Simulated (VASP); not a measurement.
# Ir (Fm-3m) in VASP: settings compared, part 2 of 2

VASP 6.6.1.

## 4. Relaxation of cell and atoms, BLYP

The input, INCAR:

```
SYSTEM = Ir
PREC = Accurate
ENCUT = 600
EDIFF = 1E-6
ISMEAR = -1
SIGMA = 0.05
LREAL = .FALSE.
LASPH = .TRUE.
NELM = 80
ALGO = Normal
ISIF = 3
LWAVE = .FALSE.
LCHARG = .FALSE.
GGA = B5
ALDAX = 1.0
AGGAX = 1.0
AGGAC = 1.0
ALDAC = 0.0
IBRION = 2
NSW = 80
EDIFFG = -0.01
```

The input, KPOINTS:

```
regular mesh
0
G
  12 12 12
  0 0 0
```

The input, POSCAR:

```
Ir
1.0
    0.0000000000      1.9156000000      1.9156000000
    1.9156000000      0.0000000000      1.9156000000
    1.9156000000      1.9156000000      0.0000000000
Ir
1
Direct
    0.0000000000      0.0000000000      0.0000000000
```

Started as:

```sh
$ cat potpaw_PBE.64/Ir/POTCAR > POTCAR
$ mpirun -np 1 vasp_std > vasp.out
```

It took 26 s on 1 thread of Intel Xeon 6975P-C (Granite Rapids), shared host; peak memory 0.16 GiB.

Results (log left out):

- Free energy: -7.4627 eV
- Relaxed volume: 15.35 Å³/atom
- Relaxed cell: a = 2.789 Å, b = 2.789 Å, c = 2.789 Å, α = 60.00°, β = 60.00°, γ = 60.00°
- Space group after relaxing (to 0.05 Å): Fm-3m (No. 225)
- Energy gained by relaxing: 118.7 meV/atom
- Ionic steps: 5
- Pressure after relaxing: 0.0 GPa

The path:
| step | energy change (eV) | largest force (eV/Å) | pressure (GPa) | volume (Å³) |
| --- | --- | --- | --- | --- |
| 1 | 0.0000 | 0.0000 | 32.27 | 14.06 |
| 2 | 0.7666 | 0.0000 | -38.77 | 20.64 |
| 3 | -0.1165 | 0.0000 | -3.52 | 15.54 |
| 4 | -0.1186 | 0.0000 | -0.56 | 15.38 |
| 5 | -0.1187 | 0.0000 | 0.01 | 15.35 |

Final structure:
```
CELL_PARAMETERS angstrom
0.00000 1.97242 1.97242
1.97242 0.00000 1.97242
1.97242 1.97242 0.00000
ATOMIC_POSITIONS crystal
Ir 0.00000 0.00000 0.00000
```

Levels at points of the mesh, in eV from the Fermi level:
```tsv
k point	band 2	band 3	band 4	band 5	band 6	band 7
(0.00, 0.00, 0.00)	-3.45	-3.45	-3.45	-1.10	-1.10	14.79
(0.50, 0.00, 0.00)	-3.52	-3.52	-0.22	0.75	0.75	6.51
(0.50, 0.50, 0.00)	-6.46	0.71	1.25	1.25	2.00	9.47
```

Caveat: the PAW data sets were made with another functional, which shifts forces and pressure a little; spin-orbit coupling is left out, which moves the levels of the heavy elements.

## 5. Single point, r2SCAN

This run uses another cell than the first one, of 13.22 Å³/atom, 0.940 times its volume.

The input, POSCAR:

```
Ir
1.0
    0.0000000000      1.8764951499      1.8764951499
    1.8764951499      0.0000000000      1.8764951499
    1.8764951499      1.8764951499      0.0000000000
Ir
1
Direct
    0.0000000000      0.0000000000      0.0000000000
```

The input, INCAR.step1:

```
SYSTEM = Ir
ALGO     = Normal         ! electronic algorithm
EDIFF    = 1E-4           ! SCF threshold, eV
ENCUT    = 520            ! plane-wave cutoff, eV
GGA      = PE             ! functional
ISMEAR   = -1             ! smearing method
LASPH    = .TRUE.         ! aspherical terms in the spheres
LCHARG   = .FALSE.        ! write CHGCAR
LREAL    = .FALSE.        ! projectors in reciprocal space
LWAVE    = .TRUE.         ! write WAVECAR
NBANDS   = 10             ! bands
NELM     = 60             ! most SCF steps
PREC     = Accurate       ! precision mode
SIGMA    = 0.05           ! smearing width, eV
```

The input, INCAR.step2:

```
SYSTEM = Ir
ALGO     = Normal         ! electronic algorithm
EDIFF    = 1E-6           ! SCF threshold, eV
ENCUT    = 520            ! plane-wave cutoff, eV
ISIF     = 2              ! what is computed and relaxed
ISMEAR   = -1             ! smearing method
ISTART   = 1            
LASPH    = .TRUE.         ! aspherical terms in the spheres
LCHARG   = .FALSE.        ! write CHGCAR
LMIXTAU  = .TRUE.       
LREAL    = .FALSE.        ! projectors in reciprocal space
LWAVE    = .FALSE.        ! write WAVECAR
METAGGA  = R2SCAN         ! meta-GGA
NBANDS   = 10             ! bands
NELM     = 60             ! most SCF steps
PREC     = Accurate       ! precision mode
SIGMA    = 0.05           ! smearing width, eV
```

The input, KPOINTS:

```
k-points
0
G
  12 12 12
  0 0 0
```

Started as:

```sh
$ cat potpaw_PBE.64/Ir/POTCAR > POTCAR
$ cp INCAR.step1 INCAR
$ mpirun -np 1 vasp_std > vasp.out
$ cp INCAR.step2 INCAR
$ mpirun -np 1 vasp_std > vasp.out
```

Wall time 15 s (1 thread of Intel Xeon 6975P-C (Granite Rapids), shared host); peak memory 0.13 GiB.

It converged, with:

```yaml
Free_energy: -52.2759 eV
Pressure: 35.8 GPa
```

Levels at points of the mesh, in eV from the Fermi level:
```tsv
k point	band 2	band 3	band 4	band 5	band 6	band 7
(0.00, 0.00, 0.00)	-4.50	-4.50	-4.50	-1.46	-1.46	14.89
(0.50, 0.00, 0.00)	-4.67	-4.67	-0.93	1.01	1.01	8.37
(0.50, 0.50, 0.00)	-8.49	0.92	1.72	1.72	1.76	12.04
```

Caveat: the PAW data sets were made with another functional, which shifts forces and pressure a little; spin-orbit coupling is left out, which moves the levels of the heavy elements.

## 6. Single point, r2SCAN

This run uses another cell than the first one, of 13.50 Å³/atom, 0.960 times its volume.

The input, POSCAR:

```
Ir
1.0
    0.0000000000      1.8897103398      1.8897103398
    1.8897103398      0.0000000000      1.8897103398
    1.8897103398      1.8897103398      0.0000000000
Ir
1
Direct
    0.0000000000      0.0000000000      0.0000000000
```

The input, INCAR.step1:

```
PREC     = Accurate       # precision mode
ENCUT    = 520            # plane-wave cutoff, eV
ISMEAR   = -1             # smearing method
SIGMA    = 0.05           # smearing width, eV
LREAL    = F              # projectors in reciprocal space
LASPH    = T              # aspherical terms in the spheres
NELM     = 80             # most SCF steps
NBANDS   = 10             # bands
GGA      = PE             # functional
ALGO     = Normal         # electronic algorithm
EDIFF    = 1E-4           # SCF threshold, eV
LWAVE    = T              # write WAVECAR
LCHARG   = F              # write CHGCAR
```

The input, INCAR.step2:

```
PREC     = Accurate       # precision mode
ENCUT    = 520            # plane-wave cutoff, eV
EDIFF    = 1E-6           # SCF threshold, eV
ISMEAR   = -1             # smearing method
SIGMA    = 0.05           # smearing width, eV
LREAL    = F              # projectors in reciprocal space
LASPH    = T              # aspherical terms in the spheres
NELM     = 80             # most SCF steps
ALGO     = Normal         # electronic algorithm
ISIF     = 2              # what is computed and relaxed
LWAVE    = F              # write WAVECAR
LCHARG   = T              # write CHGCAR
METAGGA  = R2SCAN         # meta-GGA
LMIXTAU  = T            
LELF     = T              # ELF
LVHAR    = T            
NBANDS   = 10             # bands
ISTART   = 1
```

The input, KPOINTS:

```
regular mesh
0
Gamma
  12 12 12
```

Potentials or basis: VASP PAW PBE potentials, release 64 (Ir).

Started as:

```sh
$ cat potpaw_PBE.64/Ir/POTCAR > POTCAR
$ cp INCAR.step1 INCAR
$ mpirun -np 1 vasp_std > vasp.out
$ cp INCAR.step2 INCAR
$ mpirun -np 1 vasp_std > vasp.out
```

Wall time 15 s (1 thread of Intel Xeon 6975P-C (Granite Rapids), shared host); peak memory 0.13 GiB.

It converged, with:

| Quantity | Value |
| --- | --- |
| Free energy | -52.3288 eV |
| Pressure | 24.7 GPa |

Levels at points of the mesh, in eV from the Fermi level:
```csv
k point,band 1,band 2,band 3,band 4,band 5,band 6,band 7,band 8
"(0.00, 0.00, 0.00)",-12.11,-4.35,-4.35,-4.35,-1.42,-1.42,14.95,21.11
"(0.50, 0.00, 0.00)",-8.99,-4.52,-4.52,-0.87,0.98,0.98,8.14,14.58
"(0.50, 0.50, 0.00)",-8.85,-8.23,0.89,1.66,1.66,1.75,11.72,12.53
```

Caveat: the PAW data sets were made with another functional, which shifts forces and pressure a little; spin-orbit coupling is left out, which moves the levels of the heavy elements.

## 7. Overview

| task | level | cell | cutoff (eV) | gap on the mesh (eV) | pressure (GPa) | relaxed volume (Å³/atom) |
| --- | --- | --- | --- | --- | --- | --- |
| relaxation of cell and atoms | RPBE | relaxed from a = 2.709 Å, angles 60.0°, 1 atom | 600 | none | -0.1 | 14.68 |
| relaxation of cell and atoms | revPBE | relaxed from a = 2.709 Å, angles 60.0°, 1 atom | 600 | none | -0.1 | 14.63 |
| relaxation of cell and atoms | BLYP | relaxed from a = 2.709 Å, angles 60.0°, 1 atom | 600 | none | 0.0 | 15.35 |
| single point | r2SCAN | a = 2.654 Å, angles 60.0°, 1 atom | 520 | none | 35.8 | - |
| single point | r2SCAN | a = 2.672 Å, angles 60.0°, 1 atom | 520 | none | 24.7 | - |

Alike in all rows: potentials or basis VASP PAW PBE potentials, release 64 (Ir); no spin polarisation; k mesh 12 × 12 × 12; smearing fermi-dirac 0.05 eV.

Caveats: the PAW data sets were made with another functional, which shifts forces and pressure a little; spin-orbit coupling is left out, which moves the levels of the heavy elements.

Absolute energies hang on the potentials; compare differences alone.
